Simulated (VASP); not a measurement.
# Co (P6_3/mmc) in VASP: further runs

Co is run at these levels: PBEsol, PBE; tasks: single point.

Everything below comes from runs of VASP 6.6.1. Logs are shortened: lines on timing, memory, paths and dates and some standing lists are left out, and cuts for length are marked.

## Step 1: The cell of the first run

It takes space group P6_3/mmc (No. 194, hexagonal). The conventional cell has a = 2.503 Å, b = 2.503 Å, c = 8.195 Å, α = 90.00°, β = 90.00°, γ = 120.00°. Within 3.3 Å of Co (site symmetry -6m2) lie 12 Co at 2.50 to 2.51 Å. Within 3.3 Å of Co (site symmetry -3m) lie 12 Co at 2.50 to 2.51 Å.

## Step 2: Single point, PBEsol, collinear spin, ferromagnetic start (volume scaled by 1.04)

INCAR

```
ALGO = Normal ; EDIFF = 1E-7
ENCUT = 520 ; GGA = PS
ISIF = 2 ; ISMEAR = -1
ISPIN = 2 ; LASPH = True
LCHARG = True ; LELF = True
LMAXMIX = 4 ; LORBIT = 11
LREAL = False ; LVHAR = True
LWAVE = False ; MAGMOM = 2 2 2 2
NBANDS = 30 ; NELM = 150
PREC = Accurate ; SIGMA = 0.05
```

KPOINTS

```
k-points
0
Gamma
  12 12 4
```

POSCAR

```
Co
1.0
    2.5030729010      0.0000000000      0.0000000000
   -1.2515364506      2.1677247198      0.0000000000
    0.0000000000      0.0000000000      8.1946701348
Co
4
Direct
    0.6666666667      0.3333333333      0.7500000000
    0.0000000000      0.0000000000      0.5000000000
    0.3333333333      0.6666666667      0.2500000000
    0.0000000000      0.0000000000      0.0000000000
```

Potentials or basis: VASP PAW PBE potentials, release 64 (Co).

On the command line:

```bash
> cat potpaw_PBE.64/Co/POTCAR > POTCAR
> mpirun -np 1 vasp_std > vasp.out
```

OUTCAR:

```text
EDIFF = 1E-7
   ENCUT = 520
   GGA = PS
   ISIF = 2
   ISMEAR = -1
   ISPIN = 2
   LASPH = True
   LORBIT = 11
   LREAL = False
   NELM = 150
   PREC = Accurate

 ion  position               nearest neighbor table
   1  0.667  0.333  0.750-   2 2.51   4 2.51   2 2.51   4 2.51   2 2.51   4 2.51
   2  0.000  0.000  0.500-   1 2.51   3 2.51   1 2.51   3 2.51   1 2.51   3 2.51
   3  0.333  0.667  0.250-   2 2.51   4 2.51   2 2.51   4 2.51   2 2.51   4 2.51
   4  0.000  0.000  0.000-   1 2.51   3 2.51   1 2.51   3 2.51   1 2.51   3 2.51

  LATTYP: Found a hexagonal cell.
 ALAT       =     2.5030729010
 C/A-ratio  =     3.2738439746

  Lattice vectors:

 A1 = (   2.5030729010,   0.0000000000,   0.0000000000)
 A2 = (  -1.2515364506,   2.1677247198,   0.0000000000)
 A3 = (   0.0000000000,   0.0000000000,   8.1946701348)

Analysis of symmetry for initial positions (statically):
=====================================================================
 Subroutine PRICEL returns:
 Original cell was already a primitive cell.

 Routine SETGRP: Setting up the symmetry group for a
 hexagonal supercell.

 Subroutine GETGRP returns: Found 24 space group operations
 (whereof 12 operations were pure point group operations)
 out of a pool of 24 trial point group operations.

The static configuration has the point symmetry D_3d.
 The point group associated with its full space group is D_6h.

Analysis of symmetry for dynamics (positions and initial velocities):
=====================================================================
 Subroutine PRICEL returns:
 Original cell was already a primitive cell.

 Routine SETGRP: Setting up the symmetry group for a
 hexagonal supercell.

 Subroutine GETGRP returns: Found 24 space group operations
 (whereof 12 operations were pure point group operations)
 out of a pool of 24 trial point group operations.

The dynamic configuration has the point symmetry D_3d.
 The point group associated with its full space group is D_6h.

Analysis of structural, dynamic, and magnetic symmetry:
=====================================================================
 Subroutine PRICEL returns:
 Original cell was already a primitive cell.

 Routine SETGRP: Setting up the symmetry group for a
 hexagonal supercell.

 Subroutine GETGRP returns: Found 24 space group operations
 (whereof 12 operations were pure point group operations)
 out of a pool of 24 trial point group operations.

The overall configuration has the point symmetry D_3d.
 The point group associated with its full space group is D_6h.

 Subroutine INISYM returns: Found 24 space group operations
 (whereof 12 operations are pure point group operations),
 and found     1 'primitive' translations

----------------------------------------------------------------------------------------

                                     Primitive cell

  volume of cell :      44.4641

  direct lattice vectors                    reciprocal lattice vectors
     2.503072901  0.000000000  0.000000000     0.399508939  0.230656594  0.000000000
    -1.251536451  2.167724720  0.000000000     0.000000000  0.461313187  0.000000000
     0.000000000  0.000000000  8.194670135     0.000000000  0.000000000  0.122030537

  length of vectors
     2.503072901  2.503072901  8.194670135     0.461313187  0.461313187  0.122030537

  position of ions in fractional coordinates (direct lattice)
     0.666666667  0.333333333  0.750000000
     0.000000000  0.000000000  0.500000000
     0.333333333  0.666666667  0.250000000
     0.000000000  0.000000000  0.000000000

  ion indices of the primitive-cell ions
   primitive index   ion index
                 1           1
                 2           2
                 3           3
                 4           4

----------------------------------------------------------------------------------------

 KPOINTS: k-points

Automatic generation of k-mesh.
 Grid dimensions read from file:
 generate k-points for:   12   12    4

 Generating k-lattice:

  Cartesian coordinates                     Fractional coordinates (reciprocal lattice)
     0.033292412  0.019221383  0.000000000     0.083333333  0.000000000  0.000000000
     0.000000000  0.038442766  0.000000000     0.000000000  0.083333333  0.000000000
     0.000000000  0.000000000  0.030507634     0.000000000  0.000000000  0.250000000

  Length of vectors
     0.038442766  0.038442766  0.030507634

  Shift w.r.t. Gamma in fractional coordinates (k-lattice)
     0.000000000  0.000000000  0.000000000

 Subroutine IBZKPT returns following result:
 ===========================================

 Found     57 irreducible k-points:

 Following reciprocal coordinates:
            Coordinates               Weight
  0.000000  0.000000  0.000000      1.000000
  0.083333  0.000000  0.000000      6.000000
  0.166667  0.000000  0.000000      6.000000
  0.250000  0.000000  0.000000      6.000000
  0.333333  0.000000  0.000000      6.000000
[... 23 lines left out ...]
   EDIFF  = 0.1E-06   stopping-criterion for ELM
   LREAL  =      F    real-space projection
   EDIFFG = 0.1E-05   stopping-criterion for IOM
   NSW    =      0    number of steps for IOM
   IBRION =     -1    ionic relax: 0-MD 1-quasi-New 2-CG
   NFREE  =      0    steps in history (QN), initial steepest desc. (CG)
   ISIF   =      2    stress and relaxation
   ISYM   =      2    0-nonsym 1-usesym 2-fastsym
   POTIM  = 0.5000    time-step for ionic-motion
   TEBEG  =    0.0;   TEEND  =   0.0 temperature during run
   PSTRESS=    0.0 pullay stress
   NELECT =      36.0000    total number of electrons
   NUPDOWN=      -1.0000    fix difference up-down
   EMIN   =  10.00;   EMAX   =-10.00  energy-range for DOS
   EFERMI =   0.00;   METHOD = LEGACY
   ISMEAR =    -1;   SIGMA  =   0.05  broadening in eV -4-tet -1-fermi 0-gaus
   EFERMI_NEDOS =   21; number of points for ismear=-14 and -15
   IALGO  =     38    algorithm
   IMIX   =      4    mixing-type and parameters
     AMIX     =   0.40;   BMIX     =  1.00
     AMIX_MAG =   1.60;   BMIX_MAG =  1.00
  volume/ion in A,a.u.               =      11.12        75.01
  Fermi-wavevector in a.u.,A,eV,Ry     =   1.525829  2.883399 31.676474  2.328155
  Thomas-Fermi vector in A             =   2.633946
   LORBIT       =     11    0 simple, 1 ext, 2 COOP (PROOUT), +10 PAW based schemes
   GGA     = PS    functional components
   LHFCALC =     F    Hartree Fock is set to
   AEXX    =    0.0000 exact exchange contribution
   IVDW    =     0    specifies the selected vdW correction
   LEPSILON=     F    determine dielectric tensor
   LRPA    =     F    only Hartree local field effects (RPA)
 spin polarized calculation
  energy-cutoff  :      520.00
  volume of cell :       44.46
 maximum number of plane-waves:      1218
 NGX is ok and might be reduce to    20
   NGX =  9   NGY =  9   NGZ = 31

 number of electron      36.0000021 magnetization       6.6899163

 Free energy of the ion-electron system (eV)
  ---------------------------------------------------
  ext. energy  EPLUGINS =         0.00000000
  ---------------------------------------------------
  free energy    TOTEN  =       -30.77783104 eV

  energy without entropy =      -30.74375809  energy(sigma->0) =      -30.76079456

 E-fermi :   9.7936     XC(G=0): -13.4364

 val. band max:        9.7905888530   @ k =   0.1667   0.0833   0.0000
 cond. band min:       9.7998315738   @ k =   0.2500   0.0000   0.2500
 fundamental gap:      0.0092427208
 Fermi energy:         9.7936069013

 spin component 1

 k-point     1 :       0.0000    0.0000    0.0000
  band No.  band energies     occupation
      1       0.8925      1.00000
      2       3.0563      1.00000
      3       3.0820      1.00000
      4       4.6778      1.00000
      5       6.7933      1.00000
      6       6.8245      1.00000
[... 781 lines left out ...]
     29      24.0796      0.00000
     30      24.9215      0.00000

 [... further k-points ...]

 spin component 2

 k-point     1 :       0.0000    0.0000    0.0000
  band No.  band energies     occupation
      1       0.9687      1.00000
      2       3.2094      1.00000
      3       3.2152      1.00000
      4       5.6463      1.00000
      5       8.1802      1.00000
      6       8.2329      1.00000
[... 781 lines left out ...]
     29      24.5048      0.00000
     30      25.3810      0.00000

 [... further k-points ...]
[... 5 lines left out ...]
  --------------------------------------------------------------------------------------
  -------------------------------------------------------------------------------------
  Total       -3.5275912     -3.5275912     -4.4927520      0.0000000      0.0000000     -0.0000000
  in kB     -127.1100035   -127.1100035   -161.8877251      0.0000000      0.0000000     -0.0000000
  external PRESSURE =    -138.7025773 kB  Pullay stress =       0.0000000 kB

 VOLUME and BASIS-vectors are now :
 -----------------------------------------------------------------------------
  energy-cutoff  :      520.00
  volume of cell :       44.46
      direct lattice vectors                 reciprocal lattice vectors
     2.503072901  0.000000000  0.000000000     0.399508939  0.230656594  0.000000000
    -1.251536451  2.167724720  0.000000000     0.000000000  0.461313187  0.000000000
     0.000000000  0.000000000  8.194670135     0.000000000  0.000000000  0.122030537

 POSITION                                       TOTAL-FORCE (eV/Angst)
 -----------------------------------------------------------------------------------
      1.25154      0.72257      6.14600        -0.000000      0.000000     -0.000000
      0.00000      0.00000      4.09734         0.000000      0.000000      0.000000
     -0.00000      1.44515      2.04867         0.000000     -0.000000      0.000000
      0.00000      0.00000      0.00000         0.000000      0.000000      0.000000
 -----------------------------------------------------------------------------------
    total drift:                                0.000000     -0.000000      0.000000

  FREE ENERGIE OF THE ION-ELECTRON SYSTEM (eV)
  ---------------------------------------------------
  free  energy   TOTEN  =       -30.7778310360 eV

  energy  without entropy=      -30.7437580863  energy(sigma->0) =      -30.76079456

 total charge

# of ion       s       p       d       tot
------------------------------------------
    1        0.481   0.508   7.232   8.221
    2        0.482   0.504   7.240   8.226
    3        0.481   0.508   7.232   8.221
    4        0.482   0.504   7.240   8.226
--------------------------------------------------
tot          1.925   2.024  28.943  32.893

 magnetization (x)

# of ion       s       p       d       tot
------------------------------------------
    1       -0.012  -0.047   1.756   1.697
    2       -0.012  -0.044   1.738   1.681
    3       -0.012  -0.047   1.756   1.697
    4       -0.012  -0.044   1.738   1.681
--------------------------------------------------
tot         -0.049  -0.183   6.988   6.756
```

Run time: 2 min. Hardware: 1 thread of AMD EPYC 9R14 (Zen 4), shared host; peak memory 0.21 GiB.

What came out:

```yaml
Free_energy: -30.7778 eV
Pressure: -13.9 GPa
Net_moment: 6.69 μB per cell
Site_moments: Co +1.70, +1.68 μB
Valence_electrons_inside_the_program's_atomic_spheres: Co 8.22, 8.23
```

Levels at points of the mesh, in eV from the Fermi level:
Spin up:
```tsv
k point	band 20	band 21	band 22	band 23	band 24	band 25
(0.00, 0.00, 0.00)	-1.22	-1.22	-0.85	-0.85	-0.33	5.87
(0.50, 0.00, 0.00)	-0.59	0.21	1.29	2.32	2.92	6.67
(0.00, 0.00, 0.50)	-1.66	-1.01	-1.01	-1.01	-1.01	8.84
(0.50, 0.00, 0.50)	-0.62	1.13	1.13	2.64	2.64	7.03
```
Spin down:
```csv
k point,band 11,band 12,band 13,band 14,band 15,band 16,band 17,band 18
"(0.00, 0.00, 0.00)",-1.05,-0.78,-0.78,-0.73,-0.73,-0.30,0.07,0.07
"(0.50, 0.00, 0.00)",-0.75,-0.07,-0.04,0.53,1.17,1.18,1.18,1.22
"(0.00, 0.00, 0.50)",-0.97,-0.97,-0.87,-0.87,-0.87,-0.87,0.25,0.25
"(0.50, 0.00, 0.50)",-0.78,-0.78,-0.21,-0.21,0.80,0.80,1.18,1.18
```

Caveat: the cell differs from its parent crystal (volume scaled by 1.04); the PAW data sets were made with another functional, which shifts forces and pressure a little.

## Step 3: Single point, PBEsol, collinear spin, ferromagnetic start (volume scaled by 1.06)

INCAR

```
PREC = Accurate
ENCUT = 520
EDIFF = 1E-6
ISMEAR = -1
SIGMA = 0.05
LREAL = F
LASPH = T
NELM = 150
ALGO = Fast
ISIF = 2
LWAVE = F
LCHARG = T
ISPIN = 2
MAGMOM = 2 2 2 2
LORBIT = 11
LMAXMIX = 4
GGA = PS
LELF = T
LVHAR = T
NBANDS = 30
```

KPOINTS

```
Automatic mesh
0
Gamma
  12 12 4
```

POSCAR

```
Co
1.0
    2.5190164704      0.0000000000      0.0000000000
   -1.2595082352      2.1815322559      0.0000000000
    0.0000000000      0.0000000000      8.2468668932
Co
4
Direct
    0.6666666667      0.3333333333      0.7500000000
    0.0000000000      0.0000000000      0.5000000000
    0.3333333333      0.6666666667      0.2500000000
    0.0000000000      0.0000000000      0.0000000000
```

Potentials or basis: VASP PAW PBE potentials, release 64 (Co).

On the command line:

```bash
> cat potpaw_PBE.64/Co/POTCAR > POTCAR
> mpirun -np 1 vasp_std > vasp.out
```

Run time: 2 min. Hardware: 1 thread of AMD EPYC 9R14 (Zen 4), shared host; peak memory 0.22 GiB.

The run converged. Its results:

```
Free energy                                           : -30.6954 eV
Pressure                                              : -17.0 GPa
Net moment                                            : 6.75 μB per cell
Site moments                                          : Co +1.71, +1.70 μB
Valence electrons inside the program's atomic spheres : Co 8.19
```

Stress tensor (GPa, compression positive):
```
-15.95   0.00   0.00
  0.00 -15.95   0.00
  0.00   0.00 -19.14
```

Levels at points of the mesh, in eV from the Fermi level:
Spin up:
```
           k point  band 18  band 19  band 20  band 21  band 22  band 23  band 24  band 25  band 26  band 27
(0.00, 0.00, 0.00)    -1.53    -1.53    -1.24    -1.24    -0.88    -0.88    -0.31     5.71    14.10    14.10
(0.50, 0.00, 0.00)    -0.66    -0.65    -0.63     0.21     1.27     2.24     2.84     6.50     6.53     9.90
(0.00, 0.00, 0.50)    -1.67    -1.67    -1.67    -1.04    -1.04    -1.04    -1.04     8.67     8.67    20.12
(0.50, 0.00, 0.50)    -0.78    -0.66    -0.66     1.09     1.09     2.57     2.57     6.87     6.87     8.77
```
Spin down:
```
           k point  band 10  band 11  band 12  band 13  band 14  band 15  band 16  band 17  band 18  band 19
(0.00, 0.00, 0.00)    -1.01    -1.01    -0.75    -0.75    -0.71    -0.71    -0.29     0.08     0.08     0.40
(0.50, 0.00, 0.00)    -1.02    -0.73    -0.05    -0.03     0.52     1.14     1.16     1.16     1.20     1.24
(0.00, 0.00, 0.50)    -0.94    -0.94    -0.94    -0.84    -0.84    -0.84    -0.84     0.25     0.25     0.25
(0.50, 0.00, 0.50)    -0.78    -0.75    -0.75    -0.20    -0.20     0.79     0.79     1.16     1.16     1.26
```

Caveat: the cell differs from its parent crystal (volume scaled by 1.06); the PAW data sets were made with another functional, which shifts forces and pressure a little.

## Step 4: Single point, PBE, collinear spin, ferromagnetic start

This run uses another cell than the first one, of 10.69 Å³/atom, 0.962 times its volume.

INCAR

```
PREC = Accurate ; ENCUT = 520
EDIFF = 1E-7 ; ISMEAR = -1
SIGMA = 0.05 ; LREAL = False
LASPH = True ; NELM = 150
ALGO = Normal ; ISIF = 2
LWAVE = False ; LCHARG = True
ISPIN = 2 ; MAGMOM = 2 2 2 2
LORBIT = 11 ; LMAXMIX = 4
GGA = PE ; LELF = True
LVHAR = True ; NBANDS = 30
```

KPOINTS

```
regular mesh
0
Gamma
  17 17 5
```

POSCAR

```
Co
1.0
    2.4705617809      0.0000000000      0.0000000000
   -1.2352808905      2.1395692639      0.0000000000
    0.0000000000      0.0000000000      8.0882338000
Co
4
Direct
    0.6666666667      0.3333333333      0.7500000000
    0.0000000000      0.0000000000      0.5000000000
    0.3333333333      0.6666666667      0.2500000000
    0.0000000000      0.0000000000      0.0000000000
```

On the command line:

```bash
> cat potpaw_PBE.64/Co/POTCAR > POTCAR
> mpirun -np 1 vasp_std > vasp.out
```

It took 2.9 min on 1 thread of AMD EPYC 9R45 (Zen 5), shared host; peak memory 0.25 GiB.

The run converged. Its results:

* Free energy: -28.1293 eV
* Pressure: 3.4 GPa
* Net moment: 6.48 μB per cell
* Site moments: Co +1.65, +1.63 μB
* Valence electrons inside the program's atomic spheres: Co 8.30

Stress tensor (GPa, compression positive):
```
4.51 0.00 0.00
0.00 4.51 0.00
0.00 0.00 1.23
```

Levels at points of the mesh, in eV from the Fermi level:
Spin up:
```tsv
k point	band 19	band 20	band 21	band 22	band 23	band 24
(0.00, 0.00, 0.00)	-1.51	-1.19	-1.19	-0.80	-0.80	-0.29
```
Spin down:
```
           k point  band 10  band 11  band 12  band 13  band 14  band 15  band 16  band 17  band 18  band 19
(0.00, 0.00, 0.00)    -1.14    -1.14    -0.86    -0.86    -0.81    -0.81    -0.34     0.06     0.06     0.41
```

## Step 5: Single point, PBEsol

This run uses another cell than the first one, of 10.69 Å³/atom, 0.962 times its volume.

INCAR

```
  ALGO = Normal
  EDIFF = 1E-6
  ENCUT = 600
  GGA = PS
  GGA_COMPAT = F
  ISIF = 2
  ISMEAR = -1
  LASPH = T
  LCHARG = T
  LELF = T
  LREAL = F
  LVHAR = T
  LWAVE = F
  NBANDS = 42
  NELM = 120
  PREC = Accurate
  SIGMA = 0.05
```

KPOINTS

```
k-points
0
Gamma
  12 12 4
```

POSCAR is that of step 4.

Potentials or basis: VASP PAW PBE potentials, release 64 (Co_sv).

On the command line:

```bash
> cat potpaw_PBE.64/Co_sv/POTCAR > POTCAR
> mpirun -np 1 vasp_std > vasp.out
```

It took 2.5 min on 1 thread of Intel Xeon Platinum 8259CL at 2.50GHz (Skylake/Cascade Lake), shared host; peak memory 0.22 GiB.

It converged, with:

| Item | Value |
| --- | --- |
| Free energy | -30.4384 eV |
| Pressure | -22.2 GPa |
| Band gap on the k mesh | zero (band 34 reaches 12.40 eV, above the bottom of band 35 at 11.29 eV) |

Stress tensor (GPa, compression positive):
```
-21.65   0.00   0.00
  0.00 -21.65   0.00
  0.00   0.00 -23.22
```

Levels at points of the mesh, in eV from the Fermi level:
```tsv
k point	band 30	band 31	band 32	band 33	band 34	band 35	band 36	band 37	band 38	band 39
(0.00, 0.00, 0.00)	-1.56	-1.56	-0.80	-0.80	-0.44	-0.44	-0.25	-0.18	-0.18	0.25
(0.50, 0.00, 0.00)	0.32	0.32	0.34	0.37	0.44	0.46	0.46	0.48	1.52	3.04
(0.00, 0.00, 0.50)	-1.70	-1.63	-1.63	-0.62	-0.62	-0.62	-0.62	0.07	0.07	0.07
(0.50, 0.00, 0.50)	-0.83	-0.04	-0.04	0.34	0.34	0.45	0.45	1.81	1.81	3.21
```

Caveat: the PAW data sets were made with another functional, which shifts forces and pressure a little; the run has no spin polarisation, though such a crystal can be magnetic.

## Step 6: Overview

```tsv
level	potentials or basis	spin	cell	k mesh	cutoff (eV)	second run	gap on the mesh (eV)	pressure (GPa)	moment (μB)
PBEsol	VASP PAW PBE potentials, release 64 (Co)	collinear, ferromagnetic start	a = 2.503, b = 2.503, c = 8.195 Å, angles 90.0, 90.0, 120.0°, 4 atoms	12 × 12 × 4	520	-	none	-13.9	6.69
PBEsol	VASP PAW PBE potentials, release 64 (Co)	collinear, ferromagnetic start	a = 2.519, b = 2.519, c = 8.247 Å, angles 90.0, 90.0, 120.0°, 4 atoms	12 × 12 × 4	520	-	none	-17.0	6.75
PBE	VASP PAW PBE potentials, release 64 (Co)	collinear, ferromagnetic start	a = 2.471, b = 2.471, c = 8.088 Å, angles 90.0, 90.0, 120.0°, 4 atoms	17 × 17 × 5	520	-	none	3.4	6.48
PBEsol	VASP PAW PBE potentials, release 64 (Co_sv)	off	a = 2.471, b = 2.471, c = 8.088 Å, angles 90.0, 90.0, 120.0°, 4 atoms	12 × 12 × 4	600	valence_matched	none	-22.2	-
```

Alike in all rows: task single point; smearing fermi-dirac 0.05 eV.

Caveats: the PAW data sets were made with another functional, which shifts forces and pressure a little (some runs).

Total energies depend on the potentials used, so only differences within one code and one set of settings carry meaning.
